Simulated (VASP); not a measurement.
A run of VASP 6.6.1 is set up as follows.

The input INCAR:

```
SYSTEM = C
PREC     = Accurate       ! precision mode
ENCUT    = 600            ! plane-wave cutoff, eV
EDIFF    = 1E-6           ! SCF threshold, eV
ISMEAR   = 0              ! smearing method
SIGMA    = 0.01           ! smearing width, eV
LREAL    = .FALSE.        ! projectors in reciprocal space
LASPH    = .TRUE.         ! aspherical terms in the spheres
NELM     = 120            ! most SCF steps
ALGO     = Normal         ! electronic algorithm
ISIF     = 2              ! what is computed and relaxed
LWAVE    = .FALSE.        ! write WAVECAR
LCHARG   = .FALSE.        ! write CHGCAR
GGA      = PE             ! functional
NBANDS   = 16             ! bands
GGA_COMPAT= .FALSE.
```

File KPOINTS:

```
regular mesh
0
G
  6 4 6
  0 0 0
```

The input POSCAR:

```
C
1.0
    2.5442563774      0.0000000000      0.0000000000
    0.0000000000      3.5981218750      0.0000000000
    0.0000000000      0.0000000000      2.5230862783
C
4
Direct
    0.0000000000     -0.0000627863      0.0000000000
    0.5000000000      0.4999372137      0.5000000000
    0.0000000000      0.2500627863      0.5000000000
    0.5000000000      0.7500627863      0.0000000000
```

Potentials or basis: VASP PAW PBE potentials, release 64 (C).

Run with:

```sh
$ cat potpaw_PBE.64/C/POTCAR > POTCAR
$ mpirun -np 1 vasp_std > vasp.out
```

**Question.** Estimate the band gap on the k mesh.

**Answer.** 4.05 eV.

**Question.** Estimate the pressure.

**Answer.** -5.8 GPa.

Stress tensor (GPa, compression positive):
```
-9.02  0.00  0.00
 0.00 -8.56  0.00
 0.00  0.00  0.11
```

Caveat: the k points lie up to 0.44 Å⁻¹ apart. A k mesh can miss the band edges.
